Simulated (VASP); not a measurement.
Input of a VASP 6.6.1 run:

Contents of INCAR:

```
ALGO = Normal ; EDIFF = 1E-6
ENCUT = 520 ; ISIF = 2
ISMEAR = -1 ; ISPIN = 2
LASPH = True ; LCHARG = True
LELF = True ; LMAXMIX = 4
LORBIT = 11 ; LREAL = False
LVHAR = True ; LWAVE = False
MAGMOM = 4 0 ; NBANDS = 20
NELM = 150 ; PREC = Accurate
SIGMA = 0.05
```

Contents of KPOINTS:

```
k-points
0
Gamma
  9 9 9
```

The input POSCAR:

```
MnS
1.0
    0.0000000000      2.6045000000      2.6045000000
    2.6045000000      0.0000000000      2.6045000000
    2.6045000000      2.6045000000      0.0000000000
Mn S
1 1
Direct
    0.0000000000      0.0000000000      0.0000000000
    0.5000000000      0.5000000000      0.5000000000
```

Potentials or basis: VASP PAW LDA potentials, release 64 (Mn_pv, S).

The run is started by

```bash
$ cat potpaw_LDA.64/Mn_pv/POTCAR potpaw_LDA.64/S/POTCAR > POTCAR
$ mpirun -np 1 vasp_std > vasp.out
```

Estimate the site moments.

Mn +4.07; S +0.09 μB.

What does it give for the pressure?

-12.4 GPa.

Predict the net moment.

4.50 μB per cell.

Caveat: a cell with one magnetic atom can't hold antiferromagnetic order, which such compounds often take.
